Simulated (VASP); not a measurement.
# SrB3Pt (Pm-3m) in VASP: single point with PBE

Aim: the single point of SrB3Pt with PBE.

Everything below comes from runs of VASP 6.6.1. Logs are shortened: lines on timing, memory, paths and dates and some standing lists are left out, and cuts for length are marked.

## 1. The cell of the first run

The structure is cubic, space group Pm-3m (No. 221). The conventional cell has a = 4.541 Å, b = 4.541 Å, c = 4.541 Å, α = 90.00°, β = 90.00°, γ = 90.00°. Sr (site symmetry m-3m) has 6 B at 2.27 Å within 3.0 Å. B (site symmetry 4/mmm) has 2 Sr at 2.27 Å within 3.0 Å. Pt (site symmetry m-3m) has 12 B at 3.21 Å and 8 Sr at 3.93 Å within 4.2 Å.

## 2. Single point, PBE

File POSCAR:

```
SrB3Pt
1.0
    4.5405649450      0.0000000000      0.0000000000
    0.0000000000      4.5405649450      0.0000000000
    0.0000000000      0.0000000000      4.5405649450
Sr B Pt
1 3 1
Direct
    0.0000000000      0.0000000000      0.0000000000
    0.5000000000      0.0000000000      0.0000000000
    0.0000000000      0.5000000000      0.0000000000
    0.0000000000      0.0000000000      0.5000000000
    0.5000000000      0.5000000000      0.5000000000
```

File INCAR.step1:

```
ALGO     = Normal         # electronic algorithm
EDIFF    = 1E-7           # SCF threshold, eV
ENCUT    = 520            # plane-wave cutoff, eV
GGA      = PE             # functional
ISIF     = 2              # what is computed and relaxed
ISMEAR   = 0              # smearing method
LASPH    = True           # aspherical terms in the spheres
LCHARG   = True           # write CHGCAR
LMAXMIX  = 4              # l up to which the mixer works
LREAL    = False          # projectors in reciprocal space
LWAVE    = False          # write WAVECAR
NBANDS   = 22             # bands
NELM     = 100            # most SCF steps
PREC     = Accurate       # precision mode
SIGMA    = 0.1            # smearing width, eV
```

File KPOINTS.step1:

```
k-points
0
Gamma
  8 8 8
```

File INCAR.step2:

```
ALGO     = Normal         # electronic algorithm
EDIFF    = 1E-7           # SCF threshold, eV
ENCUT    = 520            # plane-wave cutoff, eV
GGA      = PE             # functional
ICHARG   = 11             # starting density
ISIF     = 2              # what is computed and relaxed
ISMEAR   = -5             # smearing method
LASPH    = True           # aspherical terms in the spheres
LCHARG   = False          # write CHGCAR
LMAXMIX  = 4              # l up to which the mixer works
LORBIT   = 10             # projections on sites
LREAL    = False          # projectors in reciprocal space
LWAVE    = False          # write WAVECAR
NBANDS   = 22             # bands
NEDOS    = 1001           # points of the DOS
NELM     = 100            # most SCF steps
PREC     = Accurate       # precision mode
SIGMA    = 0.1            # smearing width, eV
```

File KPOINTS.step2:

```
k-points
0
Gamma
  12 12 12
```

Potentials or basis: VASP PAW PBE potentials, release 64 (Sr_sv, B, Pt).

On the command line:

```console
$ cat potpaw_PBE.64/Sr_sv/POTCAR potpaw_PBE.64/B/POTCAR potpaw_PBE.64/Pt/POTCAR > POTCAR
$ cp INCAR.step1 INCAR
$ cp KPOINTS.step1 KPOINTS
$ mpirun -np 1 vasp_std > vasp.out
$ cp INCAR.step2 INCAR
$ cp KPOINTS.step2 KPOINTS
$ mpirun -np 1 vasp_std > vasp.out
```

OUTCAR:

```text
EDIFF = 1E-7
   ENCUT = 520
   GGA = PE
   ICHARG = 11
   ISIF = 2
   ISMEAR = -5
   LASPH = True
   LORBIT = 10
   LREAL = False
   NELM = 100
   PREC = Accurate

 ion  position               nearest neighbor table
   1  0.000  0.000  0.000-   2 2.27   3 2.27   4 2.27   4 2.27   3 2.27   2 2.27   5 3.93   5 3.93
                             5 3.93   5 3.93   5 3.93   5 3.93   5 3.93   5 3.93
   2  0.500  0.000  0.000-   1 2.27   1 2.27
   3  0.000  0.500  0.000-   1 2.27   1 2.27
   4  0.000  0.000  0.500-   1 2.27   1 2.27
   5  0.500  0.500  0.500-   1 3.93   1 3.93   1 3.93   1 3.93   1 3.93   1 3.93   1 3.93   1 3.93

  LATTYP: Found a simple cubic cell.
 ALAT       =     4.5405649450

  Lattice vectors:

 A1 = (   4.5405649450,   0.0000000000,   0.0000000000)
 A2 = (   0.0000000000,   4.5405649450,   0.0000000000)
 A3 = (   0.0000000000,   0.0000000000,   4.5405649450)

Analysis of symmetry for initial positions (statically):
=====================================================================
 Subroutine PRICEL returns:
 Original cell was already a primitive cell.

 Routine SETGRP: Setting up the symmetry group for a
 simple cubic supercell.

 Subroutine GETGRP returns: Found 48 space group operations
 (whereof 48 operations were pure point group operations)
 out of a pool of 48 trial point group operations.

The static configuration has the point symmetry O_h .

Analysis of symmetry for dynamics (positions and initial velocities):
=====================================================================
 Subroutine PRICEL returns:
 Original cell was already a primitive cell.

 Routine SETGRP: Setting up the symmetry group for a
 simple cubic supercell.

 Subroutine GETGRP returns: Found 48 space group operations
 (whereof 48 operations were pure point group operations)
 out of a pool of 48 trial point group operations.

The dynamic configuration has the point symmetry O_h .

 Subroutine INISYM returns: Found 48 space group operations
 (whereof 48 operations are pure point group operations),
 and found     1 'primitive' translations

----------------------------------------------------------------------------------------

                                     Primitive cell

  volume of cell :      93.6116

  direct lattice vectors                    reciprocal lattice vectors
     4.540564945  0.000000000  0.000000000     0.220236912  0.000000000  0.000000000
     0.000000000  4.540564945  0.000000000     0.000000000  0.220236912  0.000000000
     0.000000000  0.000000000  4.540564945     0.000000000  0.000000000  0.220236912

  length of vectors
     4.540564945  4.540564945  4.540564945     0.220236912  0.220236912  0.220236912

  position of ions in fractional coordinates (direct lattice)
     0.000000000  0.000000000  0.000000000
     0.500000000  0.000000000  0.000000000
     0.000000000  0.500000000  0.000000000
     0.000000000  0.000000000  0.500000000
     0.500000000  0.500000000  0.500000000

  ion indices of the primitive-cell ions
   primitive index   ion index
                 1           1
                 2           2
                 3           3
                 4           4
                 5           5

----------------------------------------------------------------------------------------

 KPOINTS: k-points

Automatic generation of k-mesh.
 Grid dimensions read from file:
 generate k-points for:   12   12   12

 Generating k-lattice:

  Cartesian coordinates                     Fractional coordinates (reciprocal lattice)
     0.018353076  0.000000000  0.000000000     0.083333333  0.000000000  0.000000000
     0.000000000  0.018353076  0.000000000     0.000000000  0.083333333  0.000000000
     0.000000000  0.000000000  0.018353076     0.000000000  0.000000000  0.083333333

  Length of vectors
     0.018353076  0.018353076  0.018353076

  Shift w.r.t. Gamma in fractional coordinates (k-lattice)
     0.000000000  0.000000000  0.000000000

 TETIRR: Found    854 inequivalent tetrahedra from    10368

 Subroutine IBZKPT returns following result:
 ===========================================

 Found     84 irreducible k-points:

 Following reciprocal coordinates:
            Coordinates               Weight
  0.000000  0.000000  0.000000      1.000000
  0.083333  0.000000  0.000000      6.000000
  0.166667  0.000000  0.000000      6.000000
  0.250000  0.000000  0.000000      6.000000
  0.333333  0.000000  0.000000      6.000000
  0.416667  0.000000  0.000000      6.000000
[... 16 lines left out ...]
  0.333333  0.333333  0.000000     12.000000
  0.416667  0.333333  0.000000     24.000000
 [... further k-points ...]
   k-points           NKPTS =     84   k-points in BZ     NKDIM =     84   number of bands    NBANDS=     22
   number of dos      NEDOS =   1001   number of ions     NIONS =      5
   total plane-waves  NPLWV =  46656
   dimension x,y,z NGX =    36 NGY =   36 NGZ =   36
   dimension x,y,z NGXF=    72 NGYF=   72 NGZF=   72
   ions per type =               1   3   1
   NGX,Y,Z   is equivalent  to a cutoff of  13.18, 13.18, 13.18 a.u.
   NGXF,Y,Z  is equivalent  to a cutoff of  26.36, 26.36, 26.36 a.u.
 SYSTEM =  unknown system
   PREC   = accura    normal or accurate (medium, high low for compatibility)
   ISTART =      0    job   : 0-new  1-cont  2-samecut
   ICHARG =     11    charge: 1-file 2-atom 10-const
   ISPIN  =      1    spin polarized calculation?
   LNONCOLLINEAR =      F non collinear calculations
   LSORBIT =      F    spin-orbit coupling
   LASPH  =      T    aspherical Exc in radial PAW
   ENCUT  =  520.0 eV  38.22 Ry    6.18 a.u.   8.44  8.44  8.44*2*pi/ulx,y,z
   NELM   =    100;   NELMIN=  2; NELMDL=  0     # of ELM steps
   EDIFF  = 0.1E-06   stopping-criterion for ELM
   LREAL  =      F    real-space projection
   EDIFFG = 0.1E-05   stopping-criterion for IOM
   NSW    =      0    number of steps for IOM
   IBRION =     -1    ionic relax: 0-MD 1-quasi-New 2-CG
   NFREE  =      0    steps in history (QN), initial steepest desc. (CG)
   ISIF   =      2    stress and relaxation
   ISYM   =      2    0-nonsym 1-usesym 2-fastsym
   POTIM  = 0.5000    time-step for ionic-motion
   TEBEG  =    0.0;   TEEND  =   0.0 temperature during run
   PSTRESS=    0.0 pullay stress
   NELECT =      29.0000    total number of electrons
   NUPDOWN=      -1.0000    fix difference up-down
   EMIN   =  10.00;   EMAX   =-10.00  energy-range for DOS
   EFERMI =   0.00;   METHOD = LEGACY
   ISMEAR =    -5;   SIGMA  =   0.10  broadening in eV -4-tet -1-fermi 0-gaus
   EFERMI_NEDOS =   21; number of points for ismear=-14 and -15
   IALGO  =     38    algorithm
   IMIX   =      4    mixing-type and parameters
     AMIX     =   0.40;   BMIX     =  1.00
     AMIX_MAG =   1.60;   BMIX_MAG =  1.00
  volume/ion in A,a.u.               =      18.72       126.34
  Fermi-wavevector in a.u.,A,eV,Ry     =   1.107722  2.093292 16.695014  1.227049
  Thomas-Fermi vector in A             =   2.244240
   LORBIT       =     10    0 simple, 1 ext, 2 COOP (PROOUT), +10 PAW based schemes
   GGA     = PE    functional components
   LHFCALC =     F    Hartree Fock is set to
   AEXX    =    0.0000 exact exchange contribution
   IVDW    =     0    specifies the selected vdW correction
   LEPSILON=     F    determine dielectric tensor
   LRPA    =     F    only Hartree local field effects (RPA)
 non-spin polarized calculation
 Fermi weights with tetrahedron method with Bloechl corrections
  energy-cutoff  :      520.00
  volume of cell :       93.61
 maximum number of plane-waves:      2560
 NGX is ok and might be reduce to    36

 number of electron      29.0000000 magnetization

 Free energy of the ion-electron system (eV)
  ---------------------------------------------------
  ext. energy  EPLUGINS =         0.00000000
  ---------------------------------------------------
  free energy    TOTEN  =       -12.21734170 eV

  energy without entropy =      -12.21734170  energy(sigma->0) =      -12.21734170

 E-fermi :   2.4084     XC(G=0):  -9.7926

 val. band max:        2.5407001923   @ k =   0.0000   0.0000   0.0000
 cond. band min:       2.2213664529   @ k =   0.5000   0.0000   0.0000
 fundamental gap:     -0.3193337394
 Fermi energy:         2.4083831553

 k-point     1 :       0.0000    0.0000    0.0000
  band No.  band energies     occupation
      1     -31.1628      2.00000
      2     -13.8087      2.00000
      3     -13.8087      2.00000
      4     -13.8087      2.00000
      5      -5.0227      2.00000
      6      -2.7304      2.00000
[... 14 lines left out ...]
     21       6.5084      0.00000
     22       6.5084      0.00000

 k-point     2 :       0.0833    0.0000    0.0000
  band No.  band energies     occupation
      1     -31.1627      2.00000
      2     -13.8185      2.00000
      3     -13.8076      2.00000
      4     -13.8076      2.00000
      5      -4.9643      2.00000
      6      -2.7140      2.00000
[... 14 lines left out ...]
     21       6.4418      0.00000
     22       6.4418      0.00000

 k-point     3 :       0.1667    0.0000    0.0000
  band No.  band energies     occupation
      1     -31.1625      2.00000
      2     -13.8449      2.00000
      3     -13.8047      2.00000
      4     -13.8047      2.00000
      5      -4.7980      2.00000
      6      -2.6679      2.00000
[... 14 lines left out ...]
     21       6.3669      0.00000
     22       6.3669      0.00000
[... 476 lines left out ...]
 k-point    23 :       0.3333    0.3333    0.0000
  band No.  band energies     occupation
      1     -31.1609      2.00000
      2     -13.9004      2.00000
      3     -13.8959      2.00000
      4     -13.7845      2.00000
      5      -3.6089      2.00000
      6      -2.2699      2.00000
[... 14 lines left out ...]
     21       5.9436      0.00000
     22       6.0080      0.00000

 k-point    24 :       0.4167    0.3333    0.0000
  band No.  band energies     occupation
      1     -31.1607      2.00000
      2     -13.9221      2.00000
      3     -13.8939      2.00000
      4     -13.7815      2.00000
      5      -3.4471      2.00000
      6      -2.1066      2.00000
[... 14 lines left out ...]
     21       5.9205      0.00000
     22       5.9868      0.00000

 [... further k-points ...]

------------------------ aborting loop because EDIFF is reached ----------------------------------------

  FORCE on cell =-STRESS in cart. coord.  units (eV):
  Direction    XX          YY          ZZ          XY          YZ          ZX
  --------------------------------------------------------------------------------------
  -------------------------------------------------------------------------------------
  Total        0.5420666      0.5420666      0.5420666      0.0000000     -0.0000000      0.0000000
  in kB        9.2775559      9.2775559      9.2775559      0.0000000     -0.0000000      0.0000000
  external PRESSURE =       9.2775559 kB  Pullay stress =       0.0000000 kB

 VOLUME and BASIS-vectors are now :
 -----------------------------------------------------------------------------
  energy-cutoff  :      520.00
  volume of cell :       93.61
      direct lattice vectors                 reciprocal lattice vectors
     4.540564945  0.000000000  0.000000000     0.220236912  0.000000000  0.000000000
     0.000000000  4.540564945  0.000000000     0.000000000  0.220236912  0.000000000
     0.000000000  0.000000000  4.540564945     0.000000000  0.000000000  0.220236912

 POSITION                                       TOTAL-FORCE (eV/Angst)
 -----------------------------------------------------------------------------------
      0.00000      0.00000      0.00000         0.000000      0.000000      0.000000
      2.27028      0.00000      0.00000         0.000000      0.000000      0.000000
      0.00000      2.27028      0.00000         0.000000      0.000000      0.000000
      0.00000      0.00000      2.27028         0.000000      0.000000      0.000000
      2.27028      2.27028      2.27028         0.000000      0.000000      0.000000
 -----------------------------------------------------------------------------------
    total drift:                               -0.000000      0.000000      0.000000

  FREE ENERGIE OF THE ION-ELECTRON SYSTEM (eV)
  ---------------------------------------------------
  free  energy   TOTEN  =       -12.2173417038 eV

  energy  without entropy=      -12.2173417038  energy(sigma->0) =      -12.21734170

 total charge

# of ion       s       p       d       tot
------------------------------------------
    1        2.085   5.700   0.929   8.714
    2        0.890   0.609   0.000   1.499
    3        0.890   0.609   0.000   1.499
    4        0.890   0.609   0.000   1.499
    5        0.442   0.137   8.019   8.599
--------------------------------------------------
tot          5.198   7.664   8.948  21.810
```

Run time: 67 s. Hardware: 1 thread of Intel Xeon 6975P-C (Granite Rapids), shared host; peak memory 0.33 GiB.

Results:

* Valence electrons inside the program's atomic spheres: Sr 8.71; B 1.50; Pt 8.60

Caveat: spin-orbit coupling is left out, which moves the levels of the heavy elements; tetrahedron occupations give inexact forces and stress in metals.
